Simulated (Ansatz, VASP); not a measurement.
One calculation of Te, two programs

```
Te
1.0
     0.00000    3.36517    3.36517
     3.36517    0.00000    3.36517
     3.36517    3.36517    0.00000
Te
2
Cartesian
  3.3652 3.3652 3.3652
  5.0478 5.0478 5.0478
```

Alike in both runs: task relaxation of cell and atoms; functional r2SCAN; k mesh 4 × 4 × 4; occupations gaussian, width 0.1 eV; no spin polarisation.

|  | VASP | Ansatz |
| --- | --- | --- |
| version | VASP 6.6.1 | Ansatz 0.2.0 |
| potentials or method | VASP PAW PBE potentials, release 64 (Te), cutoff 600 eV | scalar-relativistic, plane waves, PAW |
| valence electrons in the cell | 12 | 32 |

```csv
,VASP,Ansatz,Ansatz less VASP
"gap on the k mesh at the Fermi level, each at its own relaxed structure (eV)",none,none,-
relaxed volume (Å³/atom),45.84,45.44,-0.393
relaxed length of the cell vector where the two differ most in proportion (Å),5.061,5.047,-0.0145
```

VASP's potentials were made for PBE, not for r2SCAN. A gap of «none» marks a metal or a gap that the smearing closes. VASP's potentials hold 12 valence electrons a cell and Ansatz's 32, so a difference there can come from the potentials and not from the codes.

The k mesh is coarse, so the values compare programs but aren't converged. Spin-orbit coupling is off throughout. Noted on VASP's run: the volume moved by over 15 % at a fixed basis, so the end points are rough.
